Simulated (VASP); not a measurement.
Set up this calculation in VASP 6.6.1, as the native input.

```yaml
Task: single point
Functional: LDA
Potentials_or_basis: VASP PAW LDA potentials, release 64 (Ge_d)
Cutoff: 520 eV
k_mesh: 7 × 7 × 7
Occupations: methfessel-paxton, width 0.1 eV
Spin: no spin polarisation
Dipole_correction: no
Further_INCAR_settings: ALGO = Normal; EDIFF = 1e-07; NBANDS = 13
```

The structure of Ge lies in POSCAR:

```
Ge
1.0
    1.3971490000     -2.6005160000      0.0000000000
    1.3971490000      2.6005160000      0.0000000000
    0.0000000000      0.0000000000      2.6982310000
Ge
1
Direct
    0.5000000000      0.5000000000      0.0000000000
```

One way to write it, as run:

INCAR

```
SYSTEM = Ge
PREC = Accurate
ENCUT = 520
EDIFF = 1E-7
ISMEAR = 1
SIGMA = 0.1
LREAL = .FALSE.
LASPH = .TRUE.
NELM = 80
ALGO = Normal
ISIF = 2
LWAVE = .FALSE.
LCHARG = .FALSE.
GGA = CA
NBANDS = 13
```

KPOINTS

```
Automatic mesh
0
G
  7 7 7
  0 0 0
```

Potentials or basis: VASP PAW LDA potentials, release 64 (Ge_d).

Run with:

```console
$ cat potpaw_LDA.64/Ge_d/POTCAR > POTCAR
$ mpirun -np 1 vasp_std > vasp.out
```

Results of the run:

- Pressure: -6.0 GPa
- Band gap on the k mesh: zero (band 7 reaches 12.54 eV, above the bottom of band 8 at 4.07 eV)

Caveat: the k points lie up to 0.36 Å⁻¹ apart.

It took 12 s on 1 thread of AMD EPYC 9R45 (Zen 5), with other jobs on the host, peak memory 0.1 GiB.
